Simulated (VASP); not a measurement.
# Cd (Pm-3m) in VASP: a series of runs

The runs below take Cd through single point, with RPBE.

All numbers are computed with VASP 6.6.1; they aren't measurements. Logs are shortened: lines on timing, memory, paths and dates and some standing lists are left out, and cuts for length are marked.

### Step 1. The cell of the first run

It takes space group Pm-3m (No. 221, cubic). The conventional cell has a = 3.147 Å, b = 3.147 Å, c = 3.147 Å, α = 90.00°, β = 90.00°, γ = 90.00°. Cd (site symmetry m-3m) has 6 Cd at 3.15 Å within 4.1 Å.

### Step 2. Single point, RPBE (volume scaled by 1.08)

INCAR reads:

```
PREC     = Accurate       # precision mode
ENCUT    = 520            # plane-wave cutoff, eV
EDIFF    = 1E-7           # SCF threshold, eV
ISMEAR   = -1             # smearing method
SIGMA    = 0.1            # smearing width, eV
LREAL    = False          # projectors in reciprocal space
LASPH    = True           # aspherical terms in the spheres
NELM     = 60             # most SCF steps
ALGO     = Normal         # electronic algorithm
ISIF     = 2              # what is computed and relaxed
LWAVE    = False          # write WAVECAR
LCHARG   = True           # write CHGCAR
GGA      = RP             # functional
LELF     = True           # ELF
LVHAR    = True         
NBANDS   = 12             # bands
```

KPOINTS reads:

```
Automatic mesh
0
Gamma
  12 12 12
```

POSCAR reads:

```
Cd
1.0
    3.1465448675      0.0000000000      0.0000000000
    0.0000000000      3.1465448675      0.0000000000
    0.0000000000      0.0000000000      3.1465448675
Cd
1
Direct
    0.0000000000      0.0000000000      0.0000000000
```

Potentials or basis: VASP PAW PBE potentials, release 64 (Cd).

Started as:

```
$ cat potpaw_PBE.64/Cd/POTCAR > POTCAR
$ mpirun -np 1 vasp_std > vasp.out
```

OUTCAR:

```text
PREC = Accurate
   ENCUT = 520
   EDIFF = 1E-7
   ISMEAR = -1
   LREAL = False
   LASPH = True
   NELM = 60
   ISIF = 2
   GGA = RP

 ion  position               nearest neighbor table
   1  0.000  0.000  0.000-

  LATTYP: Found a simple cubic cell.
 ALAT       =     3.1465448675

  Lattice vectors:

 A1 = (   3.1465448675,   0.0000000000,   0.0000000000)
 A2 = (   0.0000000000,   3.1465448675,   0.0000000000)
 A3 = (   0.0000000000,   0.0000000000,   3.1465448675)

Analysis of symmetry for initial positions (statically):
=====================================================================
 Subroutine PRICEL returns:
 Original cell was already a primitive cell.

 Routine SETGRP: Setting up the symmetry group for a
 simple cubic supercell.

 Subroutine GETGRP returns: Found 48 space group operations
 (whereof 48 operations were pure point group operations)
 out of a pool of 48 trial point group operations.

The static configuration has the point symmetry O_h .

Analysis of symmetry for dynamics (positions and initial velocities):
=====================================================================
 Subroutine PRICEL returns:
 Original cell was already a primitive cell.

 Routine SETGRP: Setting up the symmetry group for a
 simple cubic supercell.

 Subroutine GETGRP returns: Found 48 space group operations
 (whereof 48 operations were pure point group operations)
 out of a pool of 48 trial point group operations.

The dynamic configuration has the point symmetry O_h .

 Subroutine INISYM returns: Found 48 space group operations
 (whereof 48 operations are pure point group operations),
 and found     1 'primitive' translations

----------------------------------------------------------------------------------------

                                     Primitive cell

  volume of cell :      31.1531

  direct lattice vectors                    reciprocal lattice vectors
     3.146544867  0.000000000  0.000000000     0.317808912  0.000000000  0.000000000
     0.000000000  3.146544867  0.000000000     0.000000000  0.317808912  0.000000000
     0.000000000  0.000000000  3.146544867     0.000000000  0.000000000  0.317808912

  length of vectors
     3.146544867  3.146544867  3.146544867     0.317808912  0.317808912  0.317808912

  position of ions in fractional coordinates (direct lattice)
     0.000000000  0.000000000  0.000000000

  ion indices of the primitive-cell ions
   primitive index   ion index
                 1           1

----------------------------------------------------------------------------------------

 KPOINTS: Automatic mesh

Automatic generation of k-mesh.
 Grid dimensions read from file:
 generate k-points for:   12   12   12

 Generating k-lattice:

  Cartesian coordinates                     Fractional coordinates (reciprocal lattice)
     0.026484076  0.000000000  0.000000000     0.083333333  0.000000000  0.000000000
     0.000000000  0.026484076  0.000000000     0.000000000  0.083333333  0.000000000
     0.000000000  0.000000000  0.026484076     0.000000000  0.000000000  0.083333333

  Length of vectors
     0.026484076  0.026484076  0.026484076

  Shift w.r.t. Gamma in fractional coordinates (k-lattice)
     0.000000000  0.000000000  0.000000000

 Subroutine IBZKPT returns following result:
 ===========================================

 Found     84 irreducible k-points:

 Following reciprocal coordinates:
            Coordinates               Weight
  0.000000  0.000000  0.000000      1.000000
  0.083333  0.000000  0.000000      6.000000
  0.166667  0.000000  0.000000      6.000000
  0.250000  0.000000  0.000000      6.000000
  0.333333  0.000000  0.000000      6.000000
  0.416667  0.000000  0.000000      6.000000
[... 16 lines left out ...]
  0.333333  0.333333  0.000000     12.000000
  0.416667  0.333333  0.000000     24.000000
 [... further k-points ...]
   k-points           NKPTS =     84   k-points in BZ     NKDIM =     84   number of bands    NBANDS=     12
   number of dos      NEDOS =    301   number of ions     NIONS =      1
   total plane-waves  NPLWV =  13824
   dimension x,y,z NGX =    24 NGY =   24 NGZ =   24
   dimension x,y,z NGXF=    48 NGYF=   48 NGZF=   48
   ions per type =               1
   NGX,Y,Z   is equivalent  to a cutoff of  12.68, 12.68, 12.68 a.u.
   NGXF,Y,Z  is equivalent  to a cutoff of  25.36, 25.36, 25.36 a.u.
 SYSTEM =  unknown system
   PREC   = accura    normal or accurate (medium, high low for compatibility)
   ISTART =      0    job   : 0-new  1-cont  2-samecut
   ICHARG =      2    charge: 1-file 2-atom 10-const
   ISPIN  =      1    spin polarized calculation?
   LNONCOLLINEAR =      F non collinear calculations
   LSORBIT =      F    spin-orbit coupling
   LASPH  =      T    aspherical Exc in radial PAW
   ENCUT  =  520.0 eV  38.22 Ry    6.18 a.u.   5.85  5.85  5.85*2*pi/ulx,y,z
   NELM   =     60;   NELMIN=  2; NELMDL= -5     # of ELM steps
   EDIFF  = 0.1E-06   stopping-criterion for ELM
   LREAL  =      F    real-space projection
   EDIFFG = 0.1E-05   stopping-criterion for IOM
   NSW    =      0    number of steps for IOM
   IBRION =     -1    ionic relax: 0-MD 1-quasi-New 2-CG
   NFREE  =      0    steps in history (QN), initial steepest desc. (CG)
   ISIF   =      2    stress and relaxation
   ISYM   =      2    0-nonsym 1-usesym 2-fastsym
   POTIM  = 0.5000    time-step for ionic-motion
   TEBEG  =    0.0;   TEEND  =   0.0 temperature during run
   PSTRESS=    0.0 pullay stress
   NELECT =      12.0000    total number of electrons
   NUPDOWN=      -1.0000    fix difference up-down
   EMIN   =  10.00;   EMAX   =-10.00  energy-range for DOS
   EFERMI =   0.00;   METHOD = LEGACY
   ISMEAR =    -1;   SIGMA  =   0.10  broadening in eV -4-tet -1-fermi 0-gaus
   EFERMI_NEDOS =   21; number of points for ismear=-14 and -15
   IALGO  =     38    algorithm
   IMIX   =      4    mixing-type and parameters
     AMIX     =   0.40;   BMIX     =  1.00
     AMIX_MAG =   1.60;   BMIX_MAG =  1.00
  volume/ion in A,a.u.               =      31.15       210.23
  Fermi-wavevector in a.u.,A,eV,Ry     =   1.191154  2.250955 19.304603  1.418848
  Thomas-Fermi vector in A             =   2.327222
   LORBIT       =      0    0 simple, 1 ext, 2 COOP (PROOUT), +10 PAW based schemes
   GGA     = RP    functional components
   LHFCALC =     F    Hartree Fock is set to
   AEXX    =    0.0000 exact exchange contribution
   IVDW    =     0    specifies the selected vdW correction
   LEPSILON=     F    determine dielectric tensor
   LRPA    =     F    only Hartree local field effects (RPA)
 non-spin polarized calculation
  energy-cutoff  :      520.00
  volume of cell :       31.15
 maximum number of plane-waves:       860
 NGX is ok and might be reduce to    24
   NGX = 11   NGY = 11   NGZ = 11

 number of electron      12.0000014 magnetization

 Free energy of the ion-electron system (eV)
  ---------------------------------------------------
  ext. energy  EPLUGINS =         0.00000000
  ---------------------------------------------------
  free energy    TOTEN  =        -0.25555572 eV

  energy without entropy =       -0.23903651  energy(sigma->0) =       -0.24729612

 E-fermi :   0.8578     XC(G=0):  -8.9867

 val. band max:        0.8561917126   @ k =   0.4167   0.4167   0.2500
 cond. band min:       0.8965045814   @ k =   0.4167   0.1667   0.0000
 fundamental gap:      0.0403128688
 Fermi energy:         0.8578104400

 k-point     1 :       0.0000    0.0000    0.0000
  band No.  band energies     occupation
      1      -8.2592      2.00000
      2      -8.2592      2.00000
      3      -7.3194      2.00000
      4      -7.3194      2.00000
      5      -7.3194      2.00000
      6      -5.7411      2.00000
      7       9.7534      0.00000
      8       9.7534      0.00000
      9       9.7534      0.00000
     10      12.8629      0.00000
     11      12.8629      0.00000
     12      13.3969      0.00000

 k-point     2 :       0.0833    0.0000    0.0000
  band No.  band energies     occupation
      1      -8.2542      2.00000
      2      -8.2192      2.00000
      3      -7.3383      2.00000
      4      -7.3383      2.00000
      5      -7.3178      2.00000
      6      -5.6283      2.00000
      7       8.3839      0.00000
      8       9.8890      0.00000
      9       9.8890      0.00000
     10      12.9228      0.00000
     11      13.2336      0.00000
     12      14.6163      0.00000

 k-point     3 :       0.1667    0.0000    0.0000
  band No.  band energies     occupation
      1      -8.2405      2.00000
      2      -8.1142      2.00000
      3      -7.3895      2.00000
      4      -7.3895      2.00000
      5      -7.3134      2.00000
      6      -5.2818      2.00000
      7       6.2368      0.00000
      8      10.2855      0.00000
      9      10.2855      0.00000
     10      13.1032      0.00000
     11      13.4346      0.00000
     12      17.2120      0.00000

 k-point     4 :       0.2500    0.0000    0.0000
  band No.  band energies     occupation
      1      -8.2218      2.00000
      2      -7.9805      2.00000
      3      -7.4584      2.00000
      4      -7.4584      2.00000
      5      -7.3075      2.00000
      6      -4.6859      2.00000
      7       4.1296      0.00000
      8      10.9103      0.00000
      9      10.9103      0.00000
     10      13.4053      0.00000
     11      13.7273      0.00000
     12      19.3178      0.00000

 k-point     5 :       0.3333    0.0000    0.0000
  band No.  band energies     occupation
      1      -8.2030      2.00000
      2      -7.8570      2.00000
      3      -7.5260      2.00000
      4      -7.5260      2.00000
      5      -7.3015      2.00000
      6      -3.8359      2.00000
      7       2.1754      0.00000
      8      11.6983      0.00000
      9      11.6983      0.00000
     10      13.8225      0.00000
     11      14.1119      0.00000
     12      17.9625      0.00000
[... 228 lines left out ...]
      1      -8.0287      2.00000
      2      -7.8244      2.00000
      3      -7.5550      2.00000
      4      -7.4773      2.00000
      5      -7.4277      2.00000
      6      -1.8249      2.00000
      7       1.4361      0.00614
      8       6.8346      0.00000
      9      10.1933      0.00000
     10      13.7550      0.00000
     11      15.2568      0.00000
     12      17.7187      0.00000

 k-point    22 :       0.5000    0.2500    0.0000
  band No.  band energies     occupation
      1      -8.0215      2.00000
      2      -7.8483      2.00000
      3      -7.5721      2.00000
      4      -7.4383      2.00000
      5      -7.4256      2.00000
      6      -1.0252      2.00000
      7       0.4099      1.97757
      8       7.3692      0.00000
      9       9.4592      0.00000
     10      14.2097      0.00000
     11      15.6032      0.00000
     12      17.2167      0.00000

 k-point    23 :       0.3333    0.3333    0.0000
  band No.  band energies     occupation
      1      -8.0084      2.00000
      2      -7.8636      2.00000
      3      -7.5028      2.00000
      4      -7.4939      2.00000
      5      -7.4195      2.00000
      6      -2.0615      2.00000
      7       3.3733      0.00000
      8       4.5468      0.00000
      9       9.9372      0.00000
     10      13.7377      0.00000
     11      15.2339      0.00000
     12      18.4186      0.00000

 k-point    24 :       0.4167    0.3333    0.0000
  band No.  band energies     occupation
      1      -7.9842      2.00000
      2      -7.9375      2.00000
      3      -7.5451      2.00000
      4      -7.4914      2.00000
      5      -7.2957      2.00000
      6      -1.0699      2.00000
      7       2.0960      0.00001
      8       4.9333      0.00000
      9       8.5449      0.00000
     10      14.6239      0.00000
     11      15.8581      0.00000
     12      17.7907      0.00000

 [... further k-points ...]

------------------------ aborting loop because EDIFF is reached ----------------------------------------

  FORCE on cell =-STRESS in cart. coord.  units (eV):
  Direction    XX          YY          ZZ          XY          YZ          ZX
  --------------------------------------------------------------------------------------
  -------------------------------------------------------------------------------------
  Total       -0.2049058     -0.2049058     -0.2049058     -0.0000000      0.0000000     -0.0000000
  in kB      -10.5381188    -10.5381188    -10.5381188     -0.0000000      0.0000000     -0.0000000
  external PRESSURE =     -10.5381188 kB  Pullay stress =       0.0000000 kB

 VOLUME and BASIS-vectors are now :
 -----------------------------------------------------------------------------
  energy-cutoff  :      520.00
  volume of cell :       31.15
      direct lattice vectors                 reciprocal lattice vectors
     3.146544867  0.000000000  0.000000000     0.317808912  0.000000000  0.000000000
     0.000000000  3.146544867  0.000000000     0.000000000  0.317808912  0.000000000
     0.000000000  0.000000000  3.146544867     0.000000000  0.000000000  0.317808912

 POSITION                                       TOTAL-FORCE (eV/Angst)
 -----------------------------------------------------------------------------------
      0.00000      0.00000      0.00000         0.000000      0.000000      0.000000
 -----------------------------------------------------------------------------------
    total drift:                                0.000000      0.000000      0.000000

  FREE ENERGIE OF THE ION-ELECTRON SYSTEM (eV)
  ---------------------------------------------------
  free  energy   TOTEN  =        -0.2555557234 eV

  energy  without entropy=       -0.2390365088  energy(sigma->0) =       -0.24729612
```

Wall time 13 s (1 thread of Intel Xeon Platinum 8259CL at 2.50GHz (Skylake/Cascade Lake), shared host); peak memory 0.15 GiB.

Results:

```
Free energy            : -0.2556 eV
Pressure               : -1.1 GPa
Band gap on the k mesh : zero (band 6 reaches 4.94 eV, above the bottom of band 7 at -0.68 eV)
```

Caveat: the PAW data sets were made with another functional, which shifts forces and pressure a little.

[end of part 1 of 2]
